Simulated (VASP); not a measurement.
# Pd (Fm-3m) in VASP: further runs

The runs below take Pd through single point, with PBEsol.

Program: VASP 6.6.1. These are calculated values, not measurements. Logs are shortened: lines on timing, memory, paths and dates and some standing lists are left out, and cuts for length are marked.

### 1 The cell of the first run

The structure is cubic, space group Fm-3m (No. 225). The conventional cell has a = 3.176 Å, b = 3.176 Å, c = 3.176 Å, α = 90.00°, β = 90.00°, γ = 90.00°. Pd (site symmetry m-3m) has 12 Pd at 2.25 Å within 3.0 Å.

### 2 Single point, PBEsol (volume scaled by 0.55)

INCAR

```
SYSTEM = Pd
ALGO = Normal ; EDIFF = 1E-6
ENCUT = 520 ; GGA = PS
ISIF = 2 ; ISMEAR = -1
LASPH = .TRUE. ; LCHARG = .FALSE.
LREAL = .FALSE. ; LWAVE = .FALSE.
NBANDS = 11 ; NELM = 60
PREC = Accurate ; SIGMA = 0.05
```

KPOINTS

```
k-points
0
G
  19 19 19
  0 0 0
```

POSCAR

```
Pd
1.0
    0.0000000000      1.5880117651      1.5880117651
    1.5880117651      0.0000000000      1.5880117651
    1.5880117651      1.5880117651      0.0000000000
Pd
1
Direct
    0.0000000000      0.0000000000      0.0000000000
```

Potentials or basis: VASP PAW PBE potentials, release 64 (Pd).

The run is started by

```console
$ cat potpaw_PBE.64/Pd/POTCAR > POTCAR
$ mpirun -np 1 vasp_std > vasp.out
```

OUTCAR:

```text
SYSTEM = Pd
   EDIFF = 1E-6
   ENCUT = 520
   GGA = PS
   ISIF = 2
   ISMEAR = -1
   LASPH = .TRUE.
   LREAL = .FALSE.
   NELM = 60
   PREC = Accurate

 ion  position               nearest neighbor table
   1  0.000  0.000  0.000-

  LATTYP: Found a face centered cubic cell.
 ALAT       =     3.1760235302

  Lattice vectors:

 A1 = (   0.0000000000,   1.5880117651,   1.5880117651)
 A2 = (   1.5880117651,   0.0000000000,   1.5880117651)
 A3 = (   1.5880117651,   1.5880117651,   0.0000000000)

Analysis of symmetry for initial positions (statically):
=====================================================================
 Subroutine PRICEL returns:
 Original cell was already a primitive cell.

 Routine SETGRP: Setting up the symmetry group for a
 face centered cubic supercell.

 Subroutine GETGRP returns: Found 48 space group operations
 (whereof 48 operations were pure point group operations)
 out of a pool of 48 trial point group operations.

The static configuration has the point symmetry O_h .

Analysis of symmetry for dynamics (positions and initial velocities):
=====================================================================
 Subroutine PRICEL returns:
 Original cell was already a primitive cell.

 Routine SETGRP: Setting up the symmetry group for a
 face centered cubic supercell.

 Subroutine GETGRP returns: Found 48 space group operations
 (whereof 48 operations were pure point group operations)
 out of a pool of 48 trial point group operations.

The dynamic configuration has the point symmetry O_h .

 Subroutine INISYM returns: Found 48 space group operations
 (whereof 48 operations are pure point group operations),
 and found     1 'primitive' translations

----------------------------------------------------------------------------------------

                                     Primitive cell

  volume of cell :       8.0092

  direct lattice vectors                    reciprocal lattice vectors
     0.000000000  1.588011765  1.588011765    -0.314859128  0.314859128  0.314859128
     1.588011765  0.000000000  1.588011765     0.314859128 -0.314859128  0.314859128
     1.588011765  1.588011765  0.000000000     0.314859128  0.314859128 -0.314859128

  length of vectors
     2.245787775  2.245787775  2.245787775     0.545352007  0.545352007  0.545352007

  position of ions in fractional coordinates (direct lattice)
     0.000000000  0.000000000  0.000000000

  ion indices of the primitive-cell ions
   primitive index   ion index
                 1           1

----------------------------------------------------------------------------------------

 KPOINTS: k-points

Automatic generation of k-mesh.
 Grid dimensions read from file:
 generate k-points for:   19   19   19

 Generating k-lattice:

  Cartesian coordinates                     Fractional coordinates (reciprocal lattice)
    -0.016571533  0.016571533  0.016571533     0.052631579  0.000000000  0.000000000
     0.016571533 -0.016571533  0.016571533     0.000000000  0.052631579  0.000000000
     0.016571533  0.016571533 -0.016571533     0.000000000  0.000000000  0.052631579

  Length of vectors
     0.028702737  0.028702737  0.028702737

  Shift w.r.t. Gamma in fractional coordinates (k-lattice)
     0.000000000  0.000000000  0.000000000

 Subroutine IBZKPT returns following result:
 ===========================================

 Found    220 irreducible k-points:

 Following reciprocal coordinates:
            Coordinates               Weight
  0.000000  0.000000  0.000000      1.000000
  0.052632  0.000000  0.000000      8.000000
  0.105263  0.000000  0.000000      8.000000
  0.157895  0.000000  0.000000      8.000000
  0.210526  0.000000  0.000000      8.000000
  0.263158  0.000000  0.000000      8.000000
[... 16 lines left out ...]
 -0.315789  0.052632  0.000000     24.000000
 -0.263158  0.052632  0.000000     24.000000
 [... further k-points ...]
   k-points           NKPTS =    220   k-points in BZ     NKDIM =    220   number of bands    NBANDS=     11
   number of dos      NEDOS =    301   number of ions     NIONS =      1
   total plane-waves  NPLWV =   5832
   dimension x,y,z NGX =    18 NGY =   18 NGZ =   18
   dimension x,y,z NGXF=    36 NGYF=   36 NGZF=   36
   ions per type =               1
   NGX,Y,Z   is equivalent  to a cutoff of  13.32, 13.32, 13.32 a.u.
   NGXF,Y,Z  is equivalent  to a cutoff of  26.65, 26.65, 26.65 a.u.
 SYSTEM =  Pd
   PREC   = accura    normal or accurate (medium, high low for compatibility)
   ISTART =      0    job   : 0-new  1-cont  2-samecut
   ICHARG =      2    charge: 1-file 2-atom 10-const
   ISPIN  =      1    spin polarized calculation?
   LNONCOLLINEAR =      F non collinear calculations
   LSORBIT =      F    spin-orbit coupling
   LASPH  =      T    aspherical Exc in radial PAW
   ENCUT  =  520.0 eV  38.22 Ry    6.18 a.u.   4.18  4.18  4.18*2*pi/ulx,y,z
   NELM   =     60;   NELMIN=  2; NELMDL= -5     # of ELM steps
   EDIFF  = 0.1E-05   stopping-criterion for ELM
   LREAL  =      F    real-space projection
   EDIFFG = 0.1E-04   stopping-criterion for IOM
   NSW    =      0    number of steps for IOM
   IBRION =     -1    ionic relax: 0-MD 1-quasi-New 2-CG
   NFREE  =      0    steps in history (QN), initial steepest desc. (CG)
   ISIF   =      2    stress and relaxation
   ISYM   =      2    0-nonsym 1-usesym 2-fastsym
   POTIM  = 0.5000    time-step for ionic-motion
   TEBEG  =    0.0;   TEEND  =   0.0 temperature during run
   PSTRESS=    0.0 pullay stress
   NELECT =      10.0000    total number of electrons
   NUPDOWN=      -1.0000    fix difference up-down
   EMIN   =  10.00;   EMAX   =-10.00  energy-range for DOS
   EFERMI =   0.00;   METHOD = LEGACY
   ISMEAR =    -1;   SIGMA  =   0.05  broadening in eV -4-tet -1-fermi 0-gaus
   EFERMI_NEDOS =   21; number of points for ismear=-14 and -15
   IALGO  =     38    algorithm
   IMIX   =      4    mixing-type and parameters
     AMIX     =   0.40;   BMIX     =  1.00
     AMIX_MAG =   1.60;   BMIX_MAG =  1.00
  volume/ion in A,a.u.               =       8.01        54.05
  Fermi-wavevector in a.u.,A,eV,Ry     =   1.762833  3.331271 42.281185  3.107579
  Thomas-Fermi vector in A             =   2.831128
   LORBIT       =      0    0 simple, 1 ext, 2 COOP (PROOUT), +10 PAW based schemes
   GGA     = PS    functional components
   LHFCALC =     F    Hartree Fock is set to
   AEXX    =    0.0000 exact exchange contribution
   IVDW    =     0    specifies the selected vdW correction
   LEPSILON=     F    determine dielectric tensor
   LRPA    =     F    only Hartree local field effects (RPA)
 non-spin polarized calculation
  energy-cutoff  :      520.00
  volume of cell :        8.01
 maximum number of plane-waves:       225
 NGX is ok and might be reduce to    18
   NGX =  9   NGY =  9   NGZ =  9

 number of electron      10.0000001 magnetization

 Free energy of the ion-electron system (eV)
  ---------------------------------------------------
  ext. energy  EPLUGINS =         0.00000000
  ---------------------------------------------------
  free energy    TOTEN  =         0.48754297 eV

  energy without entropy =        0.49735590  energy(sigma->0) =        0.49244944

 E-fermi :  24.5354     XC(G=0): -17.4982

 val. band max:       24.5309492713   @ k =   0.4737   0.0526   0.0000
 cond. band min:      24.5392481193   @ k =  -0.2632   0.4211   0.1579
 fundamental gap:      0.0082988479
 Fermi energy:        24.5354103282

 k-point     1 :       0.0000    0.0000    0.0000
  band No.  band energies     occupation
      1      11.5683      2.00000
      2      16.9400      2.00000
      3      16.9400      2.00000
      4      16.9400      2.00000
      5      21.2526      2.00000
      6      21.2526      2.00000
      7      38.9907      0.00000
      8      47.6734      0.00000
      9      47.8765      0.00000
     10      47.8765      0.00000
     11      47.8765      0.00000

 k-point     2 :       0.0526    0.0000    0.0000
  band No.  band energies     occupation
      1      11.7559      2.00000
      2      16.8312      2.00000
      3      17.0253      2.00000
      4      17.0253      2.00000
      5      21.1850      2.00000
      6      21.1850      2.00000
      7      39.3475      0.00000
      8      47.0587      0.00000
      9      47.7043      0.00000
     10      48.2082      0.00000
     11      48.2082      0.00000

 k-point     3 :       0.1053    0.0000    0.0000
  band No.  band energies     occupation
      1      12.2700      2.00000
      2      16.5801      2.00000
      3      17.2522      2.00000
      4      17.2522      2.00000
      5      21.0280      2.00000
      6      21.0280      2.00000
      7      40.3321      0.00000
      8      45.4481      0.00000
      9      47.6961      0.00000
     10      49.1757      0.00000
     11      49.1757      0.00000

 k-point     4 :       0.1579    0.0000    0.0000
  band No.  band energies     occupation
      1      12.9118      2.00000
      2      16.4426      2.00000
      3      17.5201      2.00000
      4      17.5201      2.00000
      5      20.9210      2.00000
      6      20.9210      2.00000
      7      41.5325      0.00000
      8      43.9961      0.00000
      9      47.6928      0.00000
     10      50.7004      0.00000
     11      50.7004      0.00000

 k-point     5 :       0.2105    0.0000    0.0000
  band No.  band energies     occupation
      1      13.2543      2.00000
      2      16.8915      2.00000
      3      17.6587      2.00000
      4      17.6587      2.00000
      5      21.0721      2.00000
      6      21.0721      2.00000
      7      41.2845      0.00000
      8      44.3203      0.00000
      9      47.6930      0.00000
     10      52.6434      0.00000
     11      52.6434      0.00000
[... 211 lines left out ...]
 k-point    21 :      -0.4211    0.0526    0.0000
  band No.  band energies     occupation
      1      12.1752      2.00000
      2      16.6336      2.00000
      3      16.8801      2.00000
      4      22.3855      2.00000
      5      23.9330      1.99999
      6      25.8703      0.00000
      7      38.3763      0.00000
      8      40.8107      0.00000
      9      47.7543      0.00000
     10      49.9747      0.00000
     11      50.9210      0.00000

 k-point    22 :      -0.3684    0.0526    0.0000
  band No.  band energies     occupation
      1      12.4118      2.00000
      2      16.8535      2.00000
      3      17.0486      2.00000
      4      21.3257      2.00000
      5      23.1008      2.00000
      6      24.9578      0.00043
      7      38.4889      0.00000
      8      42.8302      0.00000
      9      47.7597      0.00000
     10      51.0120      0.00000
     11      52.4766      0.00000

 k-point    23 :      -0.3158    0.0526    0.0000
  band No.  band energies     occupation
      1      12.7578      2.00000
      2      17.1411      2.00000
      3      17.3058      2.00000
      4      19.8493      2.00000
      5      22.1343      2.00000
      6      23.8723      2.00000
      7      39.0756      0.00000
      8      44.7323      0.00000
      9      47.7619      0.00000
     10      52.4661      0.00000
     11      53.9950      0.00000

 k-point    24 :      -0.2632    0.0526    0.0000
  band No.  band energies     occupation
      1      13.1491      2.00000
      2      17.3850      2.00000
      3      17.5876      2.00000
      4      18.3365      2.00000
      5      21.2252      2.00000
      6      22.8243      2.00000
      7      40.0177      0.00000
      8      45.5695      0.00000
      9      47.7292      0.00000
     10      53.6218      0.00000
     11      53.8951      0.00000

 [... further k-points ...]

------------------------ aborting loop because EDIFF is reached ----------------------------------------

  FORCE on cell =-STRESS in cart. coord.  units (eV):
  Direction    XX          YY          ZZ          XY          YZ          ZX
  --------------------------------------------------------------------------------------
  -------------------------------------------------------------------------------------
  Total       28.5638962     28.5638962     28.5638962      0.0000000      0.0000000     -0.0000000
  in kB     5713.9559286   5713.9559286   5713.9559286      0.0000000      0.0000000     -0.0000000
  external PRESSURE =    5713.9559286 kB  Pullay stress =       0.0000000 kB

 VOLUME and BASIS-vectors are now :
 -----------------------------------------------------------------------------
  energy-cutoff  :      520.00
  volume of cell :        8.01
      direct lattice vectors                 reciprocal lattice vectors
     0.000000000  1.588011765  1.588011765    -0.314859128  0.314859128  0.314859128
     1.588011765  0.000000000  1.588011765     0.314859128 -0.314859128  0.314859128
     1.588011765  1.588011765  0.000000000     0.314859128  0.314859128 -0.314859128

 POSITION                                       TOTAL-FORCE (eV/Angst)
 -----------------------------------------------------------------------------------
      0.00000      0.00000      0.00000         0.000000      0.000000      0.000000
 -----------------------------------------------------------------------------------
    total drift:                                0.000000     -0.000000     -0.000000

  FREE ENERGIE OF THE ION-ELECTRON SYSTEM (eV)
  ---------------------------------------------------
  free  energy   TOTEN  =         0.4875429721 eV

  energy  without entropy=        0.4973559050  energy(sigma->0) =        0.49244944
```

It took 12 s on 1 thread of Intel Xeon Platinum 8488C (Sapphire Rapids), shared host; peak memory 0.13 GiB.

What came out:

```
Free energy            : 0.4875 eV
Pressure               : 571.4 GPa
Band gap on the k mesh : zero (band 5 reaches 25.39 eV, above the bottom of band 6 at 20.92 eV)
```

Caveat: the PAW data sets were made with another functional, which shifts forces and pressure a little.

### 3 Single point, PBEsol (volume scaled by 0.65)

INCAR

```
SYSTEM = Pd
  PREC = Accurate
  ENCUT = 520
  EDIFF = 1E-6
  ISMEAR = -1
  SIGMA = 0.05
  LREAL = .FALSE.
  LASPH = .TRUE.
  NELM = 100
  ALGO = Normal
  ISIF = 2
  LWAVE = .FALSE.
  LCHARG = .FALSE.
  GGA = PS
  NBANDS = 11
```

KPOINTS

```
regular mesh
0
G
  19 19 19
  0 0 0
```

POSCAR

```
Pd
1.0
    0.0000000000      1.6789481001      1.6789481001
    1.6789481001      0.0000000000      1.6789481001
    1.6789481001      1.6789481001      0.0000000000
Pd
1
Direct
    0.0000000000      0.0000000000      0.0000000000
```

Potentials or basis: VASP PAW PBE potentials, release 64 (Pd).

The run is started by

```console
$ cat potpaw_PBE.64/Pd/POTCAR > POTCAR
$ mpirun -np 1 vasp_std > vasp.out
```

Wall time 12 s (1 thread of Intel Xeon Platinum 8488C (Sapphire Rapids), shared host); peak memory 0.14 GiB.

The run converged. Its results:

```yaml
Free_energy: -3.1823 eV
Pressure: 272.1 GPa
Band_gap_on_the_k_mesh: zero (band 5 reaches 20.07 eV, above the bottom of band 6 at 16.70 eV)
```

Levels at points of the mesh, in eV from the Fermi level:
| k point | band 3 | band 4 | band 5 | band 6 | band 7 | band 8 |
| --- | --- | --- | --- | --- | --- | --- |
| (0.00, 0.00, 0.00) | -5.84 | -5.84 | -2.51 | -2.51 | 15.89 | 23.49 |

Caveat: the PAW data sets were made with another functional, which shifts forces and pressure a little.

### 4 Single point, PBEsol (volume scaled by 0.75)

INCAR

```
PREC = Accurate ; ENCUT = 520
EDIFF = 1E-6 ; ISMEAR = -1
SIGMA = 0.05 ; LREAL = False
LASPH = True ; NELM = 80
ALGO = Normal ; ISIF = 2
LWAVE = False ; LCHARG = False
GGA = PS ; NBANDS = 11
```

KPOINTS

```
regular mesh
0
Gamma
  19 19 19
```

POSCAR

```
Pd
1.0
    0.0000000000      1.7609752020      1.7609752020
    1.7609752020      0.0000000000      1.7609752020
    1.7609752020      1.7609752020      0.0000000000
Pd
1
Direct
    0.0000000000      0.0000000000      0.0000000000
```

The run is started by

```console
$ cat potpaw_PBE.64/Pd/POTCAR > POTCAR
$ mpirun -np 1 vasp_std > vasp.out
```

Wall time 15 s (1 thread of Intel Xeon Platinum 8488C (Sapphire Rapids), shared host); peak memory 0.14 GiB.

The run converged. Its results:

* Free energy: -4.9136 eV
* Pressure: 125.4 GPa
* Band gap on the k mesh: zero (band 5 reaches 16.22 eV, above the bottom of band 6 at 13.58 eV)

Levels at points of the mesh, in eV from the Fermi level:
```tsv
k point	band 3	band 4	band 5	band 6	band 7	band 8
(0.00, 0.00, 0.00)	-4.65	-4.65	-2.00	-2.00	16.64	23.24
```

Caveat: the PAW data sets were made with another functional, which shifts forces and pressure a little.

[end of part 1 of 2]
